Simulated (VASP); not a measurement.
Set up this calculation in VASP 6.6.1, as the native input.

```yaml
Task: relaxation of cell and atoms
Functional: PBEsol
Potentials_or_basis: VASP PAW PBE potentials, release 64 (B, N)
Cutoff: 600 eV
k_mesh: 12 × 12 × 4
Occupations: methfessel-paxton, width 0.05 eV
Spin: no spin polarisation
Dipole_correction: no
Further_INCAR_settings: ALGO = Normal; EDIFF = 1e-06; IBRION = 2; EDIFFG = -0.005; NSW = 60; ISIF = 3
```

The structure of BN lies in POSCAR:

```
BN
1.0
    2.4982400000      0.0000000000      0.0000000000
   -1.2491200000      2.1635390000      0.0000000000
    0.0000000000      0.0000000000      6.6357000000
B N
2 2
Direct
    0.3333333333      0.6666666667      0.2500000000
    0.6666666667      0.3333333333      0.7500000000
    0.3333333333      0.6666666667      0.7500000000
    0.6666666667      0.3333333333      0.2500000000
```

One way to write it, as run:

INCAR

```
PREC     = Accurate       # precision mode
ENCUT    = 600            # plane-wave cutoff, eV
EDIFF    = 1E-6           # SCF threshold, eV
ISMEAR   = 1              # smearing method
SIGMA    = 0.05           # smearing width, eV
LREAL    = False          # projectors in reciprocal space
LASPH    = True           # aspherical terms in the spheres
NELM     = 100            # most SCF steps
ALGO     = Normal         # electronic algorithm
ISIF     = 3              # what is computed and relaxed
LWAVE    = False          # write WAVECAR
LCHARG   = False          # write CHGCAR
GGA      = PS             # functional
IBRION   = 2              # ionic algorithm
NSW      = 60             # ionic steps
EDIFFG   = -0.005         # ionic threshold
```

KPOINTS

```
regular mesh
0
Gamma
  12 12 4
```

Potentials or basis: VASP PAW PBE potentials, release 64 (B, N).

Command:

```sh
$ cat potpaw_PBE.64/B/POTCAR potpaw_PBE.64/N/POTCAR > POTCAR
$ mpirun -np 1 vasp_std > vasp.out
```

It gave:

The relaxed volume is 9.39 Å³/atom. The relaxed cell is a = 2.505 Å, b = 2.505 Å, c = 6.910 Å, α = 90.00°, β = 90.00°, γ = 120.00°. The space group after relaxing (to 0.1 Å) is P6_3/mmc (No. 194), the energy gained by relaxing is 1.2 meV/atom and the ionic steps are 11. The pressure after relaxing is 0.0 GPa and the band gap on the k mesh is 4.23 eV (least direct gap 4.59 eV).

Caveat: the PAW data sets were made with another functional, which shifts forces and pressure a little; this functional lacks dispersion, which binds the layers, so the pressure and a relaxed spacing across them are unreliable.

Wall time 3.9 min on 1 thread of Intel Xeon 8259CL (shared host), peak memory 0.17 GiB.
